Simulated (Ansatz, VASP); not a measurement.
# One calculation of Sb, two programs

Contents of INCAR:

```
  PREC = Accurate
  ENCUT = 520
  EDIFF = 1E-7
  ISMEAR = -1
  SIGMA = 0.05
  LREAL = False
  LASPH = True
  NELM = 60
  ALGO = Normal
  ISIF = 2
  LWAVE = False
  LCHARG = True
  GGA = PE
  LELF = True
  LVHAR = True
  NBANDS = 12
```

Contents of KPOINTS:

```
Automatic mesh
0
Gamma
  9 9 9
```

The input POSCAR:

```
Sb
1.0
    2.1506003320      1.2416496806      3.7440000000
   -2.1506003320      1.2416496806      3.7440000000
    0.0000000000     -2.4832993611      3.7440000000
Sb
2
Direct
    0.2336400000      0.2336400000      0.2336400000
    0.7663600000      0.7663600000      0.7663600000
```

Input for Ansatz:

```yaml
crystal:
  lattice:
    - [2.150600332, 1.2416496806, 3.744]
    - [-2.150600332, 1.2416496806, 3.744]
    - [0.0, -2.4832993611, 3.744]
  atoms:
    - { symbol: Sb, position: [0.23364, 0.23364, 0.23364] }
    - { symbol: Sb, position: [0.76636, 0.76636, 0.76636] }
kpoints:
  mp_grid: { grid: [9, 9, 9] }
  band_path:
    path:
      - [0.0, 0.0, 0.0]
      - [0.5, 0.5, 0.5]
      - [0.7600111779, 0.2399888221, 0.5]
      - [0.5, -0.2399888221, 0.2399888221]
      - [0.5, 0.0, 0.0]
      - [0.0, 0.0, 0.0]
      - [0.369994411, -0.369994411, 0.0]
      - [0.630005589, 0.0, 0.369994411]
      - [0.5, 0.0, 0.5]
    npoints: 14
scf:
  occupations: { method: fermi_dirac, width: 0.05 }
hamiltonian:
  xc: pbe
  pseudopotentials: { kind: all_electron, lapw: { basis_error: 0.0005 } }
output:
  forces: true
  stress: true
  eigenvalues: true
  populations: true
  dos: { projected: true, de: 0.2, e_range: [-14, 8] }
```

Alike in both runs: task single point; functional PBE; k mesh 9 × 9 × 9; occupations fermi-dirac, width 0.05 eV; no spin polarisation.

|  | VASP | Ansatz |
| --- | --- | --- |
| version | VASP 6.6.1 | Ansatz 0.2.0 |
| potentials or method | VASP PAW PBE potentials, release 64 (Sb), cutoff 520 eV | all-electron LAPW, scalar-relativistic |

|  | VASP | Ansatz | Ansatz less VASP |
| --- | --- | --- | --- |
| pressure (GPa) | 3.2 | 3.1 | -0.07 |
| traceless stress, the component that is largest in VASP (GPa) | -0.37 | -0.33 | +0.037 |
| rms of the force components (eV/Å) | 0.141 | 0.115 | -0.0262 |

Atom by atom the forces differ by 0.026 eV/Å (rms over components). Ansatz ran all-electron here, and VASP with PAW potentials.

Neither program's run includes spin-orbit coupling.
